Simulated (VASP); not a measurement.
# YBH4 (Ama2) in VASP: single point with r2SCAN

Aim: the single point of YBH4 with r2SCAN.

All numbers are computed with VASP 6.6.1; they aren't measurements. Logs are shortened: lines on timing, memory, paths and dates and some standing lists are left out, and cuts for length are marked.

**1. The cell of the first run**

Symmetry: Ama2, No. 40, orthorhombic system. The conventional cell has a = 7.141 Å, b = 5.876 Å, c = 5.860 Å, α = 90.00°, β = 90.00°, γ = 90.00°. H (site symmetry m) has 1 B at 1.34 Å within 1.8 Å. H (site symmetry 1) has 1 B at 1.36 Å within 1.8 Å. H (site symmetry m) has 1 B at 1.35 Å within 1.8 Å. Within 2.9 Å of Y (site symmetry 2) lie 8 H at 2.20 to 2.41 Å and 4 B at 2.69 to 2.79 Å. Within 1.8 Å of B (site symmetry m) lie 4 H at 1.34 to 1.36 Å.

**2. Single point, r2SCAN**

Input file POSCAR:

```
YBH4
1.0
   -7.1412910000      0.0000000000      0.0000000000
    0.0000000000     -2.9381670000      2.9298070000
    0.0000000000      2.9381670000      2.9298070000
H Y B
8 2 2
Direct
    0.7500000000      0.1960200000      0.7549000000
    0.2500000000      0.7549000000      0.1960200000
    0.9037600000      0.8226300000      0.4722500000
    0.0962400000      0.4722500000      0.8226300000
    0.5962400000      0.8226300000      0.4722500000
    0.4037600000      0.4722500000      0.8226300000
    0.7500000000      0.2399000000      0.2508600000
    0.2500000000      0.2508600000      0.2399000000
    0.0000000000      0.0000000000      0.0000000000
    0.5000000000      0.0000000000      0.0000000000
    0.7500000000      0.0160000000      0.4849600000
    0.2500000000      0.4849600000      0.0160000000
```

Input file INCAR.step1:

```
PREC = Accurate ; ENCUT = 520
ISMEAR = -1 ; SIGMA = 0.1
LREAL = F ; LASPH = T
NELM = 100 ; NBANDS = 30
GGA = PE ; ALGO = Normal
EDIFF = 1E-4 ; LWAVE = T
LCHARG = F
```

Input file INCAR.step2:

```
PREC = Accurate ; ENCUT = 520
EDIFF = 1E-6 ; ISMEAR = -1
SIGMA = 0.1 ; LREAL = F
LASPH = T ; NELM = 100
ALGO = Normal ; ISIF = 2
LWAVE = F ; LCHARG = F
METAGGA = R2SCAN ; LMIXTAU = T
NBANDS = 30 ; ISTART = 1
```

Input file KPOINTS:

```
regular mesh
0
Gamma
  5 7 7
```

Potentials or basis: VASP PAW PBE potentials, release 64 (H, Y_sv, B).

Run with:

```
cat potpaw_PBE.64/H/POTCAR potpaw_PBE.64/Y_sv/POTCAR potpaw_PBE.64/B/POTCAR > POTCAR
cp INCAR.step1 INCAR
mpirun -np 1 vasp_std > vasp.out
cp INCAR.step2 INCAR
mpirun -np 1 vasp_std > vasp.out
```

OUTCAR:

```text
PREC = Accurate
   ENCUT = 520
   EDIFF = 1E-6
   ISMEAR = -1
   LREAL = F
   LASPH = T
   NELM = 100
   ISIF = 2
   METAGGA = R2SCAN
   ISTART = 1

 ion  position               nearest neighbor table
   1  0.750  0.196  0.755-  11 1.34  10 2.21   9 2.21
   2  0.250  0.755  0.196-  12 1.34  10 2.21   9 2.21
   3  0.904  0.823  0.472-  11 1.36   9 2.20   9 2.41
   4  0.096  0.472  0.823-  12 1.36   9 2.20   9 2.41
   5  0.596  0.823  0.472-  11 1.36  10 2.20  10 2.41
   6  0.404  0.472  0.823-  12 1.36  10 2.20  10 2.41
   7  0.750  0.240  0.251-  11 1.35  10 2.29   9 2.29
   8  0.250  0.251  0.240-  12 1.35  10 2.29   9 2.29
   9  0.000  0.000  0.000-   3 2.20   4 2.20   1 2.21   2 2.21   7 2.29   8 2.29   3 2.41   4 2.41
                            11 2.69  12 2.69  11 2.79  12 2.79  10 3.57  10 3.57
  10  0.500  0.000  0.000-   5 2.20   6 2.20   1 2.21   2 2.21   7 2.29   8 2.29   5 2.41   6 2.41
                            11 2.69  12 2.69  11 2.79  12 2.79   9 3.57   9 3.57
  11  0.750  0.016  0.485-   1 1.34   7 1.35   5 1.36   3 1.36   9 2.69  10 2.69   9 2.79  10 2.79

  12  0.250  0.485  0.016-   2 1.34   8 1.35   6 1.36   4 1.36   9 2.69  10 2.69   9 2.79  10 2.79

  LATTYP: Found a base centered orthorhombic cell.
 ALAT       =     5.8596140000
 B/A-ratio  =     1.0028534303
 C/A-ratio  =     1.2187306195

  Lattice vectors:

 A1 = (   0.0000000000,  -2.9381670000,   2.9298070000)
 A2 = (   0.0000000000,   2.9381670000,   2.9298070000)
 A3 = (  -7.1412910000,   0.0000000000,   0.0000000000)

Analysis of symmetry for initial positions (statically):
=====================================================================
 Subroutine PRICEL returns:
 Original cell was already a primitive cell.

 Routine SETGRP: Setting up the symmetry group for a
 base centered orthorhombic supercell.

 Subroutine GETGRP returns: Found  4 space group operations
 (whereof  2 operations were pure point group operations)
 out of a pool of  8 trial point group operations.

The static configuration has the point symmetry C_2 .
 The point group associated with its full space group is C_2v.

Analysis of symmetry for dynamics (positions and initial velocities):
=====================================================================
 Subroutine PRICEL returns:
 Original cell was already a primitive cell.

 Routine SETGRP: Setting up the symmetry group for a
 base centered orthorhombic supercell.

 Subroutine GETGRP returns: Found  4 space group operations
 (whereof  2 operations were pure point group operations)
 out of a pool of  8 trial point group operations.

The dynamic configuration has the point symmetry C_2 .
 The point group associated with its full space group is C_2v.

 Subroutine INISYM returns: Found  4 space group operations
 (whereof  2 operations are pure point group operations),
 and found     1 'primitive' translations

----------------------------------------------------------------------------------------

                                     Primitive cell

  volume of cell :     122.9482

  direct lattice vectors                    reciprocal lattice vectors
    -7.141291000  0.000000000  0.000000000    -0.140030703  0.000000000  0.000000000
     0.000000000 -2.938167000  2.929807000     0.000000000 -0.170174126  0.170659706
     0.000000000  2.938167000  2.929807000     0.000000000  0.170174126  0.170659706

  length of vectors
     7.141291000  4.149288418  4.149288418     0.140030703  0.241006158  0.241006158

  position of ions in fractional coordinates (direct lattice)
     0.750000000  0.196020000  0.754900000
     0.250000000  0.754900000  0.196020000
     0.903760000  0.822630000  0.472250000
     0.096240000  0.472250000  0.822630000
     0.596240000  0.822630000  0.472250000
     0.403760000  0.472250000  0.822630000
     0.750000000  0.239900000  0.250860000
     0.250000000  0.250860000  0.239900000
     0.000000000  0.000000000  0.000000000
     0.500000000  0.000000000  0.000000000
     0.750000000  0.016000000  0.484960000
     0.250000000  0.484960000  0.016000000

  ion indices of the primitive-cell ions
   primitive index   ion index
                 1           1
                 2           2
                 3           3
                 4           4
                 5           5
                 6           6
                 7           7
                 8           8
                 9           9
                10          10
                11          11
                12          12

----------------------------------------------------------------------------------------

 KPOINTS: regular mesh

Automatic generation of k-mesh.
 Grid dimensions read from file:
 generate k-points for:    5    7    7

 Generating k-lattice:

  Cartesian coordinates                     Fractional coordinates (reciprocal lattice)
    -0.028006141  0.000000000  0.000000000     0.200000000  0.000000000  0.000000000
     0.000000000 -0.024310589  0.024379958     0.000000000  0.142857143  0.000000000
     0.000000000  0.024310589  0.024379958     0.000000000  0.000000000  0.142857143

  Length of vectors
     0.028006141  0.034429451  0.034429451

  Shift w.r.t. Gamma in fractional coordinates (k-lattice)
     0.000000000  0.000000000  0.000000000

 Subroutine IBZKPT returns following result:
 ===========================================

 Found     48 irreducible k-points:

 Following reciprocal coordinates:
            Coordinates               Weight
  0.000000  0.000000  0.000000      1.000000
  0.200000  0.000000  0.000000      2.000000
  0.400000  0.000000  0.000000      2.000000
  0.000000  0.142857  0.000000      4.000000
  0.200000  0.142857  0.000000      8.000000
  0.400000  0.142857  0.000000      8.000000
[... 16 lines left out ...]
  0.200000 -0.428571  0.142857      8.000000
  0.400000 -0.428571  0.142857      8.000000
 [... further k-points ...]
   k-points           NKPTS =     48   k-points in BZ     NKDIM =     48   number of bands    NBANDS=     30
   number of dos      NEDOS =    301   number of ions     NIONS =     12
   total plane-waves  NPLWV =  55296
   dimension x,y,z NGX =    54 NGY =   32 NGZ =   32
   dimension x,y,z NGXF=   108 NGYF=   64 NGZF=   64
   ions per type =               8   2   2
   NGX,Y,Z   is equivalent  to a cutoff of  12.57, 12.82, 12.82 a.u.
   NGXF,Y,Z  is equivalent  to a cutoff of  25.14, 25.64, 25.64 a.u.
 SYSTEM =  unknown system
   PREC   = accura    normal or accurate (medium, high low for compatibility)
   ISTART =      1    job   : 0-new  1-cont  2-samecut
   ICHARG =      0    charge: 1-file 2-atom 10-const
   ISPIN  =      1    spin polarized calculation?
   LNONCOLLINEAR =      F non collinear calculations
   LSORBIT =      F    spin-orbit coupling
   LASPH  =      T    aspherical Exc in radial PAW
   ENCUT  =  520.0 eV  38.22 Ry    6.18 a.u.  13.28  7.71  7.71*2*pi/ulx,y,z
   NELM   =    100;   NELMIN=  2; NELMDL=  0     # of ELM steps
   EDIFF  = 0.1E-05   stopping-criterion for ELM
   LREAL  =      F    real-space projection
   EDIFFG = 0.1E-04   stopping-criterion for IOM
   NSW    =      0    number of steps for IOM
   IBRION =     -1    ionic relax: 0-MD 1-quasi-New 2-CG
   NFREE  =      0    steps in history (QN), initial steepest desc. (CG)
   ISIF   =      2    stress and relaxation
   ISYM   =      2    0-nonsym 1-usesym 2-fastsym
   POTIM  = 0.5000    time-step for ionic-motion
   TEBEG  =    0.0;   TEEND  =   0.0 temperature during run
   PSTRESS=    0.0 pullay stress
   NELECT =      36.0000    total number of electrons
   NUPDOWN=      -1.0000    fix difference up-down
   EMIN   =  10.00;   EMAX   =-10.00  energy-range for DOS
   EFERMI =   0.00;   METHOD = LEGACY
   ISMEAR =    -1;   SIGMA  =   0.10  broadening in eV -4-tet -1-fermi 0-gaus
   EFERMI_NEDOS =   21; number of points for ismear=-14 and -15
   IALGO  =     38    algorithm
   IMIX   =      4    mixing-type and parameters
     AMIX     =   0.40;   BMIX     =  1.00
     AMIX_MAG =   1.60;   BMIX_MAG =  1.00
  volume/ion in A,a.u.               =      10.25        69.14
  Fermi-wavevector in a.u.,A,eV,Ry     =   1.087097  2.054315 16.079089  1.181780
  Thomas-Fermi vector in A             =   2.223249
   LORBIT       =      0    0 simple, 1 ext, 2 COOP (PROOUT), +10 PAW based schemes
   METAGGA = R2SCAN    functional components
   LHFCALC =     F    Hartree Fock is set to
   AEXX    =    0.0000 exact exchange contribution
   IVDW    =     0    specifies the selected vdW correction
   LEPSILON=     F    determine dielectric tensor
   LRPA    =     F    only Hartree local field effects (RPA)
 non-spin polarized calculation
  energy-cutoff  :      520.00
  volume of cell :      122.95
 maximum number of plane-waves:      3339
 NGX is ok and might be reduce to    54
   NGX = 27   NGY = 15   NGZ = 15

 number of electron      35.9999998 magnetization

 Free energy of the ion-electron system (eV)
  ---------------------------------------------------
  ext. energy  EPLUGINS =         0.00000000
  ---------------------------------------------------
  free energy    TOTEN  =       -84.74246840 eV

  energy without entropy =      -84.65465215  energy(sigma->0) =      -84.69856027

 E-fermi :   3.1063     XC(G=0):  -9.5563

 val. band max:        3.1044372167   @ k =   0.4000   0.2857   0.0000
 cond. band min:       3.1067370763   @ k =   0.4000  -0.2857   0.2857
 fundamental gap:      0.0022998596
 Fermi energy:         3.1063289556

 k-point     1 :       0.0000    0.0000    0.0000
  band No.  band energies     occupation
      1     -41.7539      2.00000
      2     -41.7250      2.00000
      3     -21.4103      2.00000
      4     -21.1806      2.00000
      5     -21.1774      2.00000
      6     -21.1304      2.00000
[... 22 lines left out ...]
     29       7.8754      0.00000
     30       8.3764      0.00000

 k-point     2 :       0.2000    0.0000    0.0000
  band No.  band energies     occupation
      1     -41.7512      2.00000
      2     -41.7278      2.00000
      3     -21.3707      2.00000
      4     -21.1756      2.00000
      5     -21.1713      2.00000
      6     -21.1382      2.00000
[... 22 lines left out ...]
     29       8.1272      0.00000
     30       8.1485      0.00000

 k-point     3 :       0.4000    0.0000    0.0000
  band No.  band energies     occupation
      1     -41.7439      2.00000
      2     -41.7350      2.00000
      3     -21.2683      2.00000
      4     -21.1692      2.00000
      5     -21.1628      2.00000
      6     -21.1563      2.00000
[... 22 lines left out ...]
     29       8.6324      0.00000
     30       8.8126      0.00000

 k-point     4 :       0.0000    0.1429    0.0000
  band No.  band energies     occupation
      1     -41.7531      2.00000
      2     -41.7242      2.00000
      3     -21.4071      2.00000
      4     -21.2029      2.00000
      5     -21.1762      2.00000
      6     -21.1485      2.00000
[... 616 lines left out ...]
     29       8.5519      0.00000
     30       8.8830      0.00000

 k-point    23 :       0.2000   -0.4286    0.1429
  band No.  band energies     occupation
      1     -41.7461      2.00000
      2     -41.7229      2.00000
      3     -21.3591      2.00000
      4     -21.2800      2.00000
      5     -21.2354      2.00000
      6     -21.1841      2.00000
[... 22 lines left out ...]
     29       8.4189      0.00000
     30       8.7476      0.00000

 k-point    24 :       0.4000   -0.4286    0.1429
  band No.  band energies     occupation
      1     -41.7390      2.00000
      2     -41.7301      2.00000
      3     -21.2940      2.00000
      4     -21.2601      2.00000
      5     -21.2266      2.00000
      6     -21.1729      2.00000
[... 22 lines left out ...]
     29       8.4253      0.00000
     30       8.6243      0.00000

 [... further k-points ...]

------------------------ aborting loop because EDIFF is reached ----------------------------------------

  FORCE on cell =-STRESS in cart. coord.  units (eV):
  Direction    XX          YY          ZZ          XY          YZ          ZX
  --------------------------------------------------------------------------------------
  -------------------------------------------------------------------------------------
  Total       -3.4549730     -4.4893106     -6.5647319      0.0000000      0.0000000      0.0000000
  in kB      -45.0228548    -58.5016377    -85.5471140      0.0000000      0.0000000      0.0000000
  external PRESSURE =     -63.0238688 kB  Pullay stress =       0.0000000 kB

 VOLUME and BASIS-vectors are now :
 -----------------------------------------------------------------------------
  energy-cutoff  :      520.00
  volume of cell :      122.95
      direct lattice vectors                 reciprocal lattice vectors
    -7.141291000  0.000000000  0.000000000    -0.140030703  0.000000000  0.000000000
     0.000000000 -2.938167000  2.929807000     0.000000000 -0.170174126  0.170659706
     0.000000000  2.938167000  2.929807000     0.000000000  0.170174126  0.170659706

 POSITION                                       TOTAL-FORCE (eV/Angst)
 -----------------------------------------------------------------------------------
     -5.35597      1.64208      2.78601         0.000000     -0.417920     -1.025400
     -1.78532     -1.64208      2.78601        -0.000000      0.417920     -1.025400
     -6.45401     -1.02947      3.79375         0.816877     -0.304156      0.820822
     -0.68728      1.02947      3.79375        -0.816877      0.304156      0.820822
     -4.25792     -1.02947      3.79375        -0.816877     -0.304156      0.820822
     -2.88337      1.02947      3.79375         0.816877      0.304156      0.820822
     -5.35597      0.03220      1.43783         0.000000      0.976711      0.228163
     -1.78532     -0.03220      1.43783         0.000000     -0.976711      0.228163
      0.00000      0.00000      0.00000         0.000000     -0.000000     -0.558834
     -3.57065      0.00000      0.00000         0.000000     -0.000000     -0.558834
     -5.35597      1.37788      1.46772         0.000000      0.354413     -0.285573
     -1.78532     -1.37788      1.46772        -0.000000     -0.354413     -0.285573
 -----------------------------------------------------------------------------------
    total drift:                               -0.000000      0.000000     -0.000347

  FREE ENERGIE OF THE ION-ELECTRON SYSTEM (eV)
  ---------------------------------------------------
  free  energy   TOTEN  =       -84.7424684003 eV

  energy  without entropy=      -84.6546521462  energy(sigma->0) =      -84.69856027
```

Run time: 4.5 min. Hardware: 1 thread of Intel Xeon 6975P-C (Granite Rapids), shared host; peak memory 0.35 GiB.

What came out:

```
Free energy            : -84.7425 eV
Pressure               : -6.3 GPa
Largest force          : 1.197 eV/Å
Band gap on the k mesh : zero (bands 18 and 19 overlap by 1.67 eV)
```

Forces in eV/Å, atoms in the order of the input:
```
H    0.000 -0.418 -1.025
H    0.000  0.418 -1.025
H    0.817 -0.304  0.821
H   -0.817  0.304  0.821
H   -0.817 -0.304  0.821
H    0.817  0.304  0.821
H    0.000  0.977  0.228
H    0.000 -0.977  0.228
Y    0.000  0.000 -0.559
Y    0.000  0.000 -0.559
B    0.000  0.354 -0.286
B    0.000 -0.354 -0.286
```

Stress tensor (GPa, compression positive):
```
-4.50  0.00  0.00
 0.00 -5.85  0.00
 0.00  0.00 -8.55
```

Levels at points of the mesh, in eV from the Fermi level:
| k point | band 14 | band 15 | band 16 | band 17 | band 18 | band 19 | band 20 | band 21 | band 22 | band 23 |
| --- | --- | --- | --- | --- | --- | --- | --- | --- | --- | --- |
| (0.00, 0.00, 0.00) | -6.67 | -6.25 | -6.19 | -1.34 | -0.95 | 0.56 | 1.69 | 2.38 | 2.64 | 2.66 |

Caveat: the cell stands under tension; the PAW data sets were made with another functional, which shifts forces and pressure a little.
